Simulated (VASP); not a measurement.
# Ag5Cl (P6/mmm) in VASP: a series of runs

Runs on Ag5Cl. Level: PBE. Tasks: single point.

All numbers are computed with VASP 6.6.1; they aren't measurements. Logs are shortened: lines on timing, memory, paths and dates and some standing lists are left out, and cuts for length are marked.

## (1) The cell of the first run

It takes space group P6/mmm (No. 191, hexagonal). Conventional cell: a = 5.838 Å, b = 5.838 Å, c = 4.738 Å, α = 90.00°, β = 90.00°, γ = 120.00°. Ag (site symmetry mmm) has 8 Ag at 2.91 to 2.92 Å and 4 Cl at 3.76 Å within 3.8 Å. Ag (site symmetry -6m2) has 9 Ag at 2.91 to 3.37 Å and 3 Cl at 3.37 Å within 3.8 Å. Cl (site symmetry 6/mmm) has 18 Ag at 3.37 to 3.76 Å within 4.4 Å.

## (2) Single point, PBE

Input file INCAR:

```
PREC = Accurate
ENCUT = 520
EDIFF = 1E-6
ISMEAR = 0
SIGMA = 0.1
LREAL = False
LASPH = True
NELM = 100
ALGO = Normal
ISIF = 2
LWAVE = False
LCHARG = False
GGA = PE
NBANDS = 40
```

Input file KPOINTS:

```
regular mesh
0
Gamma
  3 3 4
```

Input file POSCAR:

```
Ag5Cl
1.0
    5.8380383100      0.0000000000      0.0000000000
   -2.9190191500      5.0558894800      0.0000000000
    0.0000000000      0.0000000000      4.7383590500
Ag Cl
5 1
Direct
    0.5000000000      0.0000000000      0.5000000000
    0.5000000000      0.5000000000      0.5000000000
    0.0000000000      0.5000000000      0.5000000000
    0.3333333300      0.6666666700      0.0000000000
    0.6666666700      0.3333333300      0.0000000000
    0.0000000000      0.0000000000      0.0000000000
```

Potentials or basis: VASP PAW PBE potentials, release 64 (Ag, Cl).

Run with:

```bash
$ cat potpaw_PBE.64/Ag/POTCAR potpaw_PBE.64/Cl/POTCAR > POTCAR
$ mpirun -np 1 vasp_std > vasp.out
```

OUTCAR:

```text
PREC = Accurate
   ENCUT = 520
   EDIFF = 1E-6
   ISMEAR = 0
   LREAL = False
   LASPH = True
   NELM = 100
   ISIF = 2
   GGA = PE

 ion  position               nearest neighbor table
   1  0.500  0.000  0.500-   4 2.91   5 2.91   4 2.91   5 2.91   2 2.92   2 2.92   3 2.92   3 2.92

   2  0.500  0.500  0.500-   4 2.91   5 2.91   4 2.91   5 2.91   1 2.92   1 2.92   3 2.92   3 2.92

   3  0.000  0.500  0.500-   4 2.91   5 2.91   4 2.91   5 2.91   1 2.92   1 2.92   2 2.92   2 2.92

   4  0.333  0.667  0.000-   1 2.91   1 2.91   3 2.91   3 2.91   2 2.91   2 2.91   5 3.37   5 3.37
                             5 3.37
   5  0.667  0.333  0.000-   1 2.91   1 2.91   3 2.91   3 2.91   2 2.91   2 2.91   4 3.37   4 3.37
                             4 3.37
   6  0.000  0.000  0.000-

  LATTYP: Found a hexagonal cell.
 ALAT       =     5.8380383100
 C/A-ratio  =     0.8116354841

  Lattice vectors:

 A1 = (   5.8380383100,   0.0000000000,   0.0000000000)
 A2 = (  -2.9190191500,   5.0558894800,   0.0000000000)
 A3 = (   0.0000000000,   0.0000000000,   4.7383590500)

Analysis of symmetry for initial positions (statically):
=====================================================================
 Subroutine PRICEL returns:
 Original cell was already a primitive cell.

 Routine SETGRP: Setting up the symmetry group for a
 hexagonal supercell.

 Subroutine GETGRP returns: Found 24 space group operations
 (whereof 24 operations were pure point group operations)
 out of a pool of 24 trial point group operations.

The static configuration has the point symmetry D_6h.

Analysis of symmetry for dynamics (positions and initial velocities):
=====================================================================
 Subroutine PRICEL returns:
 Original cell was already a primitive cell.

 Routine SETGRP: Setting up the symmetry group for a
 hexagonal supercell.

 Subroutine GETGRP returns: Found 24 space group operations
 (whereof 24 operations were pure point group operations)
 out of a pool of 24 trial point group operations.

The dynamic configuration has the point symmetry D_6h.

 Subroutine INISYM returns: Found 24 space group operations
 (whereof 24 operations are pure point group operations),
 and found     1 'primitive' translations

----------------------------------------------------------------------------------------

                                     Primitive cell

[... 84 lines left out ...]
   EDIFFG = 0.1E-04   stopping-criterion for IOM
   NSW    =      0    number of steps for IOM
   IBRION =     -1    ionic relax: 0-MD 1-quasi-New 2-CG
   NFREE  =      0    steps in history (QN), initial steepest desc. (CG)
   ISIF   =      2    stress and relaxation
   ISYM   =      2    0-nonsym 1-usesym 2-fastsym
   POTIM  = 0.5000    time-step for ionic-motion
   TEBEG  =    0.0;   TEEND  =   0.0 temperature during run
   PSTRESS=    0.0 pullay stress
   NELECT =      62.0000    total number of electrons
   NUPDOWN=      -1.0000    fix difference up-down
   EMIN   =  10.00;   EMAX   =-10.00  energy-range for DOS
   EFERMI =   0.00;   METHOD = LEGACY
   ISMEAR =     0;   SIGMA  =   0.10  broadening in eV -4-tet -1-fermi 0-gaus
   EFERMI_NEDOS =   21; number of points for ismear=-14 and -15
   IALGO  =     38    algorithm
   IMIX   =      4    mixing-type and parameters
     AMIX     =   0.40;   BMIX     =  1.00
     AMIX_MAG =   1.60;   BMIX_MAG =  1.00
  volume/ion in A,a.u.               =      23.31       157.30
  Fermi-wavevector in a.u.,A,eV,Ry     =   1.248268  2.358885 21.200237  1.558173
  Thomas-Fermi vector in A             =   2.382363
   LORBIT       =      0    0 simple, 1 ext, 2 COOP (PROOUT), +10 PAW based schemes
   GGA     = PE    functional components
   LHFCALC =     F    Hartree Fock is set to
   AEXX    =    0.0000 exact exchange contribution
   IVDW    =     0    specifies the selected vdW correction
   LEPSILON=     F    determine dielectric tensor
   LRPA    =     F    only Hartree local field effects (RPA)
 non-spin polarized calculation
 Gauss-broadening in eV      SIGMA  =   0.10
  energy-cutoff  :      520.00
  volume of cell :      139.86
 maximum number of plane-waves:      3780
 NGX is ok and might be reduce to    48
   NGX = 21   NGY = 21   NGZ = 17

 number of electron      62.0000027 magnetization

 Free energy of the ion-electron system (eV)
  ---------------------------------------------------
  ext. energy  EPLUGINS =         0.00000000
  ---------------------------------------------------
  free energy    TOTEN  =       -14.81624693 eV

  energy without entropy =      -14.80683897  energy(sigma->0) =      -14.81154295

 E-fermi :   3.7481     XC(G=0): -10.0295

 val. band max:        3.7481284309   @ k =   0.3333   0.0000   0.5000
 cond. band min:       4.0452721719   @ k =   0.3333   0.3333   0.0000
 fundamental gap:      0.2971437409
 Fermi energy:         3.7481355141

 k-point     1 :       0.0000    0.0000    0.0000
  band No.  band energies     occupation
      1      -9.8180      2.00000
      2      -2.0420      2.00000
      3      -0.6252      2.00000
      4      -0.5609      2.00000
      5      -0.5609      2.00000
      6      -0.5437      2.00000
[... 376 lines left out ...]
     39      11.6924      0.00000
     40      12.3237      0.00000

------------------------ aborting loop because EDIFF is reached ----------------------------------------

  FORCE on cell =-STRESS in cart. coord.  units (eV):
  Direction    XX          YY          ZZ          XY          YZ          ZX
  --------------------------------------------------------------------------------------
  -------------------------------------------------------------------------------------
  Total       -3.6685749     -3.6685749     -3.2451464     -0.0000000      0.0000000      0.0000000
  in kB      -42.0257524    -42.0257523    -37.1751220     -0.0000000      0.0000000      0.0000000
  external PRESSURE =     -40.4088756 kB  Pullay stress =       0.0000000 kB

 VOLUME and BASIS-vectors are now :
 -----------------------------------------------------------------------------
  energy-cutoff  :      520.00
  volume of cell :      139.86
      direct lattice vectors                 reciprocal lattice vectors
     5.838038310  0.000000000  0.000000000     0.171290414  0.098894567  0.000000000
    -2.919019150  5.055889480  0.000000000     0.000000000  0.197789134  0.000000000
     0.000000000  0.000000000  4.738359050     0.000000000  0.000000000  0.211043526

 POSITION                                       TOTAL-FORCE (eV/Angst)
 -----------------------------------------------------------------------------------
      2.91902      0.00000      2.36918        -0.000000     -0.000000      0.000000
      1.45951      2.52794      2.36918        -0.000000     -0.000000      0.000000
     -1.45951      2.52794      2.36918        -0.000000     -0.000000      0.000000
     -0.00000      3.37059      0.00000         0.000000     -0.000000      0.000000
      2.91902      1.68530      0.00000        -0.000000      0.000000      0.000000
      0.00000      0.00000      0.00000        -0.000000     -0.000000      0.000000
 -----------------------------------------------------------------------------------
    total drift:                                0.000000      0.000000     -0.000000

  FREE ENERGIE OF THE ION-ELECTRON SYSTEM (eV)
  ---------------------------------------------------
  free  energy   TOTEN  =       -14.8162469320 eV

  energy  without entropy=      -14.8068389730  energy(sigma->0) =      -14.81154295
```

OSZICAR:

```text
N       E                     dE             d eps       ncg     rms          rms(c)
DAV:   1     0.390064125810E+03    0.39006E+03   -0.30373E+04   720   0.144E+03
DAV:   2    -0.276226228021E+01   -0.39283E+03   -0.37048E+03   776   0.319E+02
DAV:   3    -0.160972242851E+02   -0.13335E+02   -0.13133E+02   824   0.583E+01
DAV:   4    -0.162199013602E+02   -0.12268E+00   -0.12264E+00   808   0.588E+00
DAV:   5    -0.162215339472E+02   -0.16326E-02   -0.16325E-02   816   0.717E-01    0.816E+00
DAV:   6    -0.147838903571E+02    0.14376E+01   -0.38810E+00   872   0.168E+01    0.573E+00
DAV:   7    -0.148394571143E+02   -0.55567E-01   -0.92053E-01   752   0.364E+00    0.362E+00
DAV:   8    -0.148251829629E+02    0.14274E-01   -0.12073E-01   824   0.184E+00    0.104E+00
DAV:   9    -0.148161402722E+02    0.90427E-02   -0.25165E-02   792   0.992E-01    0.340E-01
DAV:  10    -0.148160962261E+02    0.44046E-04   -0.44672E-03   816   0.254E-01    0.191E-01
DAV:  11    -0.148162408666E+02   -0.14464E-03   -0.35611E-04   784   0.810E-02    0.243E-02
DAV:  12    -0.148162451143E+02   -0.42476E-05   -0.30152E-05   904   0.303E-02    0.132E-02
DAV:  13    -0.148162471542E+02   -0.20400E-05   -0.55322E-06   768   0.112E-02    0.547E-03
DAV:  14    -0.148162469320E+02    0.22222E-06   -0.71003E-07   512   0.399E-03
   1 F= -.14816247E+02 E0= -.14811543E+02  d E =-.940796E-02
```

It took 26 s on 1 thread of Intel Xeon 6975P-C (Granite Rapids), shared host; peak memory 0.27 GiB.

Results:

```
Free energy            : -14.8162 eV
Pressure               : -4.0 GPa
Band gap on the k mesh : zero (band 31 reaches 4.62 eV, above the bottom of band 32 at 3.75 eV)
```

Stress tensor (GPa, compression positive):
```
-4.20  0.00  0.00
 0.00 -4.20  0.00
 0.00  0.00 -3.72
```

Caveat: the k points lie up to 0.41 Å⁻¹ apart.

## (3) Single point, PBE

This run uses another cell than the first one, of 21.25 Å³/atom, 0.912 times its volume.

Input file INCAR:

```
PREC = Accurate
ENCUT = 520
EDIFF = 1E-7
ISMEAR = 0
SIGMA = 0.1
LREAL = F
LASPH = T
NELM = 80
ALGO = Normal
ISIF = 2
LWAVE = F
LCHARG = T
GGA = PE
LELF = T
LVHAR = T
NBANDS = 40
```

Input file KPOINTS:

```
regular mesh
0
Gamma
  6 6 8
```

Input file POSCAR:

```
Ag5Cl
1.0
    5.5891766443     -0.0000000028      0.0000000000
   -2.7945883198      4.8403689616      0.0000000000
    0.0000000000      0.0000000000      4.7131058417
Ag Cl
5 1
Direct
    0.5000000000      0.0000000000      0.5000000000
    0.5000000000      0.5000000000      0.5000000000
    0.0000000000      0.5000000000      0.5000000000
    0.3333333333      0.6666666667      0.0000000000
    0.6666666667      0.3333333333      0.0000000000
    0.0000000000      0.0000000000      0.0000000000
```

Potentials or basis: VASP PAW PBE potentials, release 64 (Ag, Cl).

Run with:

```bash
$ cat potpaw_PBE.64/Ag/POTCAR potpaw_PBE.64/Cl/POTCAR > POTCAR
$ mpirun -np 1 vasp_std > vasp.out
```

Run time: 92 s. Hardware: 1 thread of Intel Xeon 6975P-C (Granite Rapids), shared host; peak memory 0.31 GiB.

The run converged. Its results:

```
Free energy            : -14.9783 eV
Pressure               : -0.1 GPa
Band gap on the k mesh : zero (band 31 reaches 5.89 eV, above the bottom of band 32 at 4.71 eV)
```

Levels at points of the mesh, in eV from the Fermi level:
| k point | band 29 | band 30 | band 31 | band 32 | band 33 | band 34 |
| --- | --- | --- | --- | --- | --- | --- |
| (0.00, 0.00, 0.00) | -1.95 | -1.95 | 0.86 | 2.18 | 2.66 | 2.66 |
| (0.50, 0.00, 0.00) | -2.11 | -1.97 | -0.71 | 2.33 | 2.45 | 3.35 |
| (0.00, 0.00, 0.50) | -1.80 | -1.80 | -1.09 | 1.06 | 2.86 | 2.86 |
| (0.50, 0.00, 0.50) | -2.22 | -2.03 | -0.63 | 0.38 | 0.64 | 3.49 |

## (4) Single point, PBE, collinear spin, ferromagnetic start

Input file INCAR:

```
PREC = Accurate
ENCUT = 520
EDIFF = 1E-6
ISMEAR = 0
SIGMA = 0.1
LREAL = F
LASPH = T
NELM = 150
ALGO = Normal
ISIF = 2
LWAVE = F
LCHARG = F
ISPIN = 2
MAGMOM = 1 1 1 1 1 0
LORBIT = 11
LMAXMIX = 4
GGA = PE
NBANDS = 44
```

Input file KPOINTS:

```
Automatic mesh
0
Gamma
  3 3 4
```

Input file POSCAR:

```
Ag5Cl
1.0
    5.8380383100      0.0000000000      0.0000000000
   -2.9190191500      5.0558894800      0.0000000000
    0.0000000000      0.0000000000      4.7383590500
Ag Cl
5 1
Direct
    0.5000000000      0.0000000000      0.5000000000
    0.5000000000      0.5000000000      0.5000000000
    0.0000000000      0.5000000000      0.5000000000
    0.3333333300      0.6666666700      0.0000000000
    0.6666666700      0.3333333300      0.0000000000
    0.0000000000      0.0000000000      0.0000000000
```

Run with:

```bash
$ cat potpaw_PBE.64/Ag/POTCAR potpaw_PBE.64/Cl/POTCAR > POTCAR
$ mpirun -np 1 vasp_std > vasp.out
```

Wall time 68 s (1 thread of Intel Xeon 6975P-C (Granite Rapids), shared host); peak memory 0.37 GiB.

It converged, with:

* Free energy: -14.8162 eV
* Pressure: -4.0 GPa
* Band gap on the k mesh: zero (filled and empty bands overlap)
* Net moment: 0.00 μB per cell
* Valence electrons inside the program's atomic spheres: Ag 9.78, 9.74; Cl 5.03

Stress tensor (GPa, compression positive):
```
-4.21  0.00  0.00
 0.00 -4.21  0.00
 0.00  0.00 -3.72
```

Levels at points of the mesh, in eV from the Fermi level:
Spin up:
| k point | band 29 | band 30 | band 31 | band 32 | band 33 | band 34 |
| --- | --- | --- | --- | --- | --- | --- |
| (0.00, 0.00, 0.00) | -1.54 | -1.54 | 0.88 | 2.57 | 2.57 | 2.65 |
| (0.00, 0.00, 0.50) | -1.36 | -1.36 | -0.69 | 1.29 | 3.14 | 3.14 |
Spin down:
```tsv
k point	band 29	band 30	band 31	band 32	band 33	band 34
(0.00, 0.00, 0.00)	-1.54	-1.54	0.88	2.57	2.57	2.65
(0.00, 0.00, 0.50)	-1.36	-1.36	-0.69	1.29	3.14	3.14
```

Caveat: the k points lie up to 0.41 Å⁻¹ apart.

## (5) Single point, PBE, collinear spin, ferromagnetic start

Input file INCAR:

```
SYSTEM = Ag5Cl
PREC = Accurate
ENCUT = 520
EDIFF = 1E-7
ISMEAR = 0
SIGMA = 0.1
LREAL = .False.
LASPH = .True.
NELM = 150
ALGO = Normal
ISIF = 2
LWAVE = .False.
LCHARG = .False.
ISPIN = 2
MAGMOM = 1 1 1 1 1 0
LORBIT = 11
LMAXMIX = 4
GGA = PE
NBANDS = 44
```

Input file KPOINTS:

```
regular mesh
0
Gamma
  3 3 4
  0 0 0
```

POSCAR is that of step 4.

Run with:

```bash
$ cat potpaw_PBE.64/Ag/POTCAR potpaw_PBE.64/Cl/POTCAR > POTCAR
$ mpirun -np 1 vasp_std > vasp.out
```

Run time: 68 s. Hardware: 1 thread of Intel Xeon 6975P-C (Granite Rapids), shared host; peak memory 0.37 GiB.

It converged, with:

- Free energy: -14.8162 eV
- Pressure: -4.0 GPa
- Band gap on the k mesh: zero (filled and empty bands overlap)
- Net moment: 0.00 μB per cell
- Valence electrons inside the program's atomic spheres: Ag 9.78, 9.74; Cl 5.03

Stress tensor (GPa, compression positive):
```
-4.20  0.00  0.00
 0.00 -4.20  0.00
 0.00  0.00 -3.72
```

Levels at points of the mesh, in eV from the Fermi level:
Spin up:
```csv
k point,band 28,band 29,band 30,band 31,band 32,band 33,band 34,band 35
"(0.00, 0.00, 0.00)",-1.71,-1.54,-1.54,0.88,2.57,2.57,2.65,4.49
"(0.00, 0.00, 0.50)",-2.00,-1.36,-1.36,-0.69,1.29,3.14,3.14,4.22
```
Spin down:
```csv
k point,band 29,band 30,band 31,band 32,band 33,band 34
"(0.00, 0.00, 0.00)",-1.54,-1.54,0.88,2.57,2.57,2.65
"(0.00, 0.00, 0.50)",-1.36,-1.36,-0.69,1.29,3.14,3.14
```

Caveat: the k points lie up to 0.41 Å⁻¹ apart.

(Continued in part 2 of 2.)
